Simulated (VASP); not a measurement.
# ZnO (base) (P6_3mc) in VASP: further runs

The runs below take ZnO (base) through single point, relaxation of cell and atoms, relaxation of shape and atoms at fixed volume, with PBE.

Program: VASP 6.6.1. These are calculated values, not measurements. Logs are shortened: lines on timing, memory, paths and dates and some standing lists are left out, and cuts for length are marked.

**Experimental background.**

From “Electronic structure of alkaline earth and post-transition metal oxides”, 2009, arxiv:0908.1581, for a bulk crystal of ZnO: band gap 3.37 eV.

How close the calculation comes is told below.

## Step 1: The cell of the first run

It takes space group P6_3mc (No. 186, hexagonal). The conventional cell has a = 3.279 Å, b = 3.279 Å, c = 5.294 Å, α = 90.00°, β = 90.00°, γ = 120.00°. Within 2.6 Å of Zn (site symmetry 3m) lie 4 O at 2.00 to 2.01 Å. O (site symmetry 3m) has 4 Zn at 2.00 to 2.01 Å within 2.6 Å.

## Step 2: Single point, PBE

The input, INCAR:

```
SYSTEM = ZnO
ALGO = Normal
EDIFF = 1E-6
ENCUT = 520
GGA = PE
ISIF = 2
ISMEAR = 0
LASPH = .True.
LCHARG = .False.
LREAL = .False.
LWAVE = .False.
NBANDS = 26
NELM = 100
PREC = Accurate
SIGMA = 0.02
```

The input, KPOINTS:

```
k-points
0
Gamma
  9 9 6
  0 0 0
```

The input, POSCAR:

```
ZnO
1.0
    3.2794793292      0.0000000000      0.0000000000
   -1.6397396646      2.8401124103      0.0000000000
    0.0000000000      0.0000000000      5.2936316997
Zn O
2 2
Direct
    0.3333333333      0.6666666667      0.4999662192
    0.6666666667      0.3333333333     -0.0000337808
    0.6666666667      0.3333333333      0.3790437808
    0.3333333333      0.6666666667      0.8790437808
```

Potentials or basis: VASP PAW PBE potentials, release 64 (Zn, O).

Run with:

```console
cat potpaw_PBE.64/Zn/POTCAR potpaw_PBE.64/O/POTCAR > POTCAR
mpirun -np 1 vasp_std > vasp.out
```

OUTCAR:

```text
SYSTEM = ZnO
   EDIFF = 1E-6
   ENCUT = 520
   GGA = PE
   ISIF = 2
   ISMEAR = 0
   LASPH = .True.
   LREAL = .False.
   NELM = 100
   PREC = Accurate

 ion  position               nearest neighbor table
   1  0.333  0.667  0.500-   3 2.00   3 2.00   3 2.00   4 2.01
   2  0.667  0.333  1.000-   4 2.00   4 2.00   4 2.00   3 2.01
   3  0.667  0.333  0.379-   1 2.00   1 2.00   1 2.00   2 2.01
   4  0.333  0.667  0.879-   2 2.00   2 2.00   2 2.00   1 2.01

  LATTYP: Found a hexagonal cell.
 ALAT       =     3.2794793292
 C/A-ratio  =     1.6141683384

  Lattice vectors:

 A1 = (   3.2794793292,   0.0000000000,   0.0000000000)
 A2 = (  -1.6397396646,   2.8401124103,   0.0000000000)
 A3 = (   0.0000000000,   0.0000000000,   5.2936316997)

Analysis of symmetry for initial positions (statically):
=====================================================================
 Subroutine PRICEL returns:
 Original cell was already a primitive cell.

 Routine SETGRP: Setting up the symmetry group for a
 hexagonal supercell.

 Subroutine GETGRP returns: Found 12 space group operations
 (whereof  6 operations were pure point group operations)
 out of a pool of 24 trial point group operations.

The static configuration has the point symmetry C_3v.
 The point group associated with its full space group is C_6v.

Analysis of symmetry for dynamics (positions and initial velocities):
=====================================================================
 Subroutine PRICEL returns:
 Original cell was already a primitive cell.

 Routine SETGRP: Setting up the symmetry group for a
 hexagonal supercell.

 Subroutine GETGRP returns: Found 12 space group operations
 (whereof  6 operations were pure point group operations)
 out of a pool of 24 trial point group operations.

The dynamic configuration has the point symmetry C_3v.
 The point group associated with its full space group is C_6v.

 Subroutine INISYM returns: Found 12 space group operations
 (whereof  6 operations are pure point group operations),
 and found     1 'primitive' translations

----------------------------------------------------------------------------------------

                                     Primitive cell

  volume of cell :      49.3054

  direct lattice vectors                    reciprocal lattice vectors
     3.279479329  0.000000000  0.000000000     0.304926453  0.176049370  0.000000000
    -1.639739665  2.840112410  0.000000000     0.000000000  0.352098740  0.000000000
     0.000000000  0.000000000  5.293631700     0.000000000  0.000000000  0.188906229

  length of vectors
     3.279479329  3.279479329  5.293631700     0.352098740  0.352098740  0.188906229

  position of ions in fractional coordinates (direct lattice)
     0.333333333  0.666666667  0.499966219
     0.666666667  0.333333333  0.999966219
     0.666666667  0.333333333  0.379043781
     0.333333333  0.666666667  0.879043781

  ion indices of the primitive-cell ions
   primitive index   ion index
                 1           1
                 2           2
                 3           3
                 4           4

----------------------------------------------------------------------------------------

 KPOINTS: k-points

Automatic generation of k-mesh.
 Grid dimensions read from file:
 generate k-points for:    9    9    6

 Generating k-lattice:

  Cartesian coordinates                     Fractional coordinates (reciprocal lattice)
     0.033880717  0.019561041  0.000000000     0.111111111  0.000000000  0.000000000
     0.000000000  0.039122082  0.000000000     0.000000000  0.111111111  0.000000000
     0.000000000  0.000000000  0.031484371     0.000000000  0.000000000  0.166666667

  Length of vectors
     0.039122082  0.039122082  0.031484371

  Shift w.r.t. Gamma in fractional coordinates (k-lattice)
     0.000000000  0.000000000  0.000000000

 Subroutine IBZKPT returns following result:
 ===========================================

 Found     48 irreducible k-points:

 Following reciprocal coordinates:
            Coordinates               Weight
  0.000000  0.000000  0.000000      1.000000
  0.111111 -0.000000  0.000000      6.000000
  0.222222 -0.000000  0.000000      6.000000
  0.333333  0.000000  0.000000      6.000000
  0.444444 -0.000000  0.000000      6.000000
  0.111111  0.111111  0.000000      6.000000
[... 16 lines left out ...]
  0.333333  0.222222  0.166667     24.000000
  0.333333  0.333333  0.166667      4.000000
 [... further k-points ...]
   k-points           NKPTS =     48   k-points in BZ     NKDIM =     48   number of bands    NBANDS=     26
   number of dos      NEDOS =    301   number of ions     NIONS =      4
   total plane-waves  NPLWV =  23040
   dimension x,y,z NGX =    24 NGY =   24 NGZ =   40
   dimension x,y,z NGXF=    48 NGYF=   48 NGZF=   80
   ions per type =               2   2
   NGX,Y,Z   is equivalent  to a cutoff of  12.17, 12.17, 12.56 a.u.
   NGXF,Y,Z  is equivalent  to a cutoff of  24.33, 24.33, 25.12 a.u.
 SYSTEM =  ZnO
   PREC   = accura    normal or accurate (medium, high low for compatibility)
   ISTART =      0    job   : 0-new  1-cont  2-samecut
   ICHARG =      2    charge: 1-file 2-atom 10-const
   ISPIN  =      1    spin polarized calculation?
   LNONCOLLINEAR =      F non collinear calculations
   LSORBIT =      F    spin-orbit coupling
   LASPH  =      T    aspherical Exc in radial PAW
   ENCUT  =  520.0 eV  38.22 Ry    6.18 a.u.   6.10  6.10  9.84*2*pi/ulx,y,z
   NELM   =    100;   NELMIN=  2; NELMDL= -5     # of ELM steps
   EDIFF  = 0.1E-05   stopping-criterion for ELM
   LREAL  =      F    real-space projection
   EDIFFG = 0.1E-04   stopping-criterion for IOM
   NSW    =      0    number of steps for IOM
   IBRION =     -1    ionic relax: 0-MD 1-quasi-New 2-CG
   NFREE  =      0    steps in history (QN), initial steepest desc. (CG)
   ISIF   =      2    stress and relaxation
   ISYM   =      2    0-nonsym 1-usesym 2-fastsym
   POTIM  = 0.5000    time-step for ionic-motion
   TEBEG  =    0.0;   TEEND  =   0.0 temperature during run
   PSTRESS=    0.0 pullay stress
   NELECT =      36.0000    total number of electrons
   NUPDOWN=      -1.0000    fix difference up-down
   EMIN   =  10.00;   EMAX   =-10.00  energy-range for DOS
   EFERMI =   0.00;   METHOD = LEGACY
   ISMEAR =     0;   SIGMA  =   0.02  broadening in eV -4-tet -1-fermi 0-gaus
   EFERMI_NEDOS =   21; number of points for ismear=-14 and -15
   IALGO  =     38    algorithm
   IMIX   =      4    mixing-type and parameters
     AMIX     =   0.40;   BMIX     =  1.00
     AMIX_MAG =   1.60;   BMIX_MAG =  1.00
  volume/ion in A,a.u.               =      12.33        83.18
  Fermi-wavevector in a.u.,A,eV,Ry     =   1.474159  2.785756 29.567423  2.173144
  Thomas-Fermi vector in A             =   2.588964
   LORBIT       =      0    0 simple, 1 ext, 2 COOP (PROOUT), +10 PAW based schemes
   GGA     = PE    functional components
   LHFCALC =     F    Hartree Fock is set to
   AEXX    =    0.0000 exact exchange contribution
   IVDW    =     0    specifies the selected vdW correction
   LEPSILON=     F    determine dielectric tensor
   LRPA    =     F    only Hartree local field effects (RPA)
 non-spin polarized calculation
 Gauss-broadening in eV      SIGMA  =   0.02
  energy-cutoff  :      520.00
  volume of cell :       49.31
 maximum number of plane-waves:      1350
   NGX = 13   NGY = 13   NGZ = 19

 number of electron      36.0000039 magnetization

 Free energy of the ion-electron system (eV)
  ---------------------------------------------------
  ext. energy  EPLUGINS =         0.00000000
  ---------------------------------------------------
  free energy    TOTEN  =       -17.86084542 eV

  energy without entropy =      -17.86084542  energy(sigma->0) =      -17.86084542

 E-fermi :   1.0099     XC(G=0): -10.7251

 val. band max:        0.8949311623   @ k =   0.0000   0.0000   0.0000
 cond. band min:       1.6224651186   @ k =   0.0000   0.0000   0.0000
 fundamental gap:      0.7275339562
 Fermi energy:         1.0098732679

 k-point     1 :       0.0000    0.0000    0.0000
  band No.  band energies     occupation
      1     -16.9230      2.00000
      2     -16.2557      2.00000
      3      -4.6420      2.00000
      4      -4.6420      2.00000
      5      -4.6026      2.00000
      6      -4.4878      2.00000
[... 18 lines left out ...]
     25      14.8264      0.00000
     26      14.8264      0.00000

 k-point     2 :       0.1111   -0.0000    0.0000
  band No.  band energies     occupation
      1     -16.8600      2.00000
      2     -16.2279      2.00000
      3      -4.7091      2.00000
      4      -4.6052      2.00000
      5      -4.5642      2.00000
      6      -4.4705      2.00000
[... 18 lines left out ...]
     25      14.7996      0.00000
     26      14.9556      0.00000

 k-point     3 :       0.2222   -0.0000    0.0000
  band No.  band energies     occupation
      1     -16.6923      2.00000
      2     -16.1610      2.00000
      3      -4.8381      2.00000
      4      -4.5435      2.00000
      5      -4.5194      2.00000
      6      -4.4094      2.00000
[... 18 lines left out ...]
     25      14.2240      0.00000
     26      14.9229      0.00000

 k-point     4 :       0.3333    0.0000    0.0000
  band No.  band energies     occupation
      1     -16.4799      2.00000
      2     -16.0984      2.00000
      3      -4.9029      2.00000
      4      -4.5739      2.00000
      5      -4.4417      2.00000
      6      -4.2398      2.00000
[... 18 lines left out ...]
     25      14.1097      0.00000
     26      14.7494      0.00000
[... 496 lines left out ...]
      1     -16.3560      2.00000
      2     -16.0984      2.00000
      3      -4.7317      2.00000
      4      -4.6746      2.00000
      5      -4.3553      2.00000
      6      -4.2963      2.00000
[... 18 lines left out ...]
     25      12.6502      0.00000
     26      15.8276      0.00000

 k-point    23 :       0.3333    0.2222    0.1667
  band No.  band energies     occupation
      1     -16.2198      2.00000
      2     -16.0930      2.00000
      3      -4.6968      2.00000
      4      -4.4956      2.00000
      5      -4.3485      2.00000
      6      -4.1734      2.00000
[... 18 lines left out ...]
     25      13.4148      0.00000
     26      14.8309      0.00000

 k-point    24 :       0.3333    0.3333    0.1667
  band No.  band energies     occupation
      1     -16.1322      2.00000
      2     -16.1322      2.00000
      3      -4.6466      2.00000
      4      -4.3762      2.00000
      5      -4.3762      2.00000
      6      -4.0360      2.00000
[... 18 lines left out ...]
     25      14.1751      0.00000
     26      14.9433      0.00000

 [... further k-points ...]

------------------------ aborting loop because EDIFF is reached ----------------------------------------

  FORCE on cell =-STRESS in cart. coord.  units (eV):
  Direction    XX          YY          ZZ          XY          YZ          ZX
  --------------------------------------------------------------------------------------
  -------------------------------------------------------------------------------------
  Total        0.2758592      0.2758592      0.2739412      0.0000000      0.0000000      0.0000000
  in kB        8.9640423      8.9640423      8.9017166      0.0000000      0.0000000      0.0000000
  external PRESSURE =       8.9432671 kB  Pullay stress =       0.0000000 kB

 VOLUME and BASIS-vectors are now :
 -----------------------------------------------------------------------------
  energy-cutoff  :      520.00
  volume of cell :       49.31
      direct lattice vectors                 reciprocal lattice vectors
     3.279479329  0.000000000  0.000000000     0.304926453  0.176049370  0.000000000
    -1.639739665  2.840112410  0.000000000     0.000000000  0.352098740  0.000000000
     0.000000000  0.000000000  5.293631700     0.000000000  0.000000000  0.188906229

 POSITION                                       TOTAL-FORCE (eV/Angst)
 -----------------------------------------------------------------------------------
     -0.00000      1.89341      2.64664         0.000000      0.000000      0.001126
      1.63974      0.94670      5.29345        -0.000000     -0.000000      0.001126
      1.63974      0.94670      2.00652         0.000000     -0.000000     -0.001126
     -0.00000      1.89341      4.65333        -0.000000      0.000000     -0.001126
 -----------------------------------------------------------------------------------
    total drift:                               -0.000001     -0.000001     -0.000919

  FREE ENERGIE OF THE ION-ELECTRON SYSTEM (eV)
  ---------------------------------------------------
  free  energy   TOTEN  =       -17.8608454208 eV

  energy  without entropy=      -17.8608454208  energy(sigma->0) =      -17.86084542
```

Wall time 24 s (1 thread of AMD EPYC 9R45 (Zen 5), shared host); peak memory 0.16 GiB.

Results:

- Free energy: -17.8608 eV
- Pressure: 0.9 GPa
- Band gap on the k mesh: 0.73 eV, direct

(Part 1 of 3 ends here.)
